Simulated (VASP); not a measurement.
AlGaN2, 4 atoms in the cell. The structure is tetragonal, space group P-4m2 (No. 115). The conventional cell has a = 2.928 Å, b = 2.928 Å, c = 4.651 Å, α = 90.00°, β = 90.00°, γ = 90.00°. Al (site symmetry -4m2) has 4 N at 1.84 Å within 2.4 Å. Within 2.5 Å of Ga (site symmetry -4m2) lie 4 N at 1.90 Å. Within 2.4 Å of N (site symmetry 2mm) lie 2 Al at 1.84 Å and 2 Ga at 1.90 Å.  This cell differs from its parent crystal: biaxial strain in the a-b plane: -6.0 %, then relaxed in part.

| Quantity | Value |
| --- | --- |
| Program | VASP 6.6.1 |
| Task | single point |
| Functional | LDA |
| Potentials or basis | VASP PAW LDA potentials, release 64 (Al, Ga_d, N) |
| Cutoff | 520 eV |
| k mesh | 8 × 8 × 6 |
| Occupations | gaussian, width 0.02 eV |
| Spin | no spin polarisation |
| Dipole correction | no |
| Further INCAR settings | ALGO = Normal; EDIFF = 1e-06; NBANDS = 21 |

Potentials or basis: VASP PAW LDA potentials, release 64 (Al, Ga_d, N).

Command:

```console
$ cat potpaw_LDA.64/Al/POTCAR potpaw_LDA.64/Ga_d/POTCAR potpaw_LDA.64/N/POTCAR > POTCAR
$ mpirun -np 1 vasp_std > vasp.out
```

Hardware: 1 thread of Intel(R) Xeon(R) Platinum 8488C (Sapphire Rapids), with other jobs on the host.

How long does it take, and how much memory?

Run time: 22 s on 1 thread of Intel(R) Xeon(R) Platinum 8488C (Sapphire Rapids), with other jobs on the host, peak memory 0.17 GiB. Counts: scf iterations 13, k points 60.
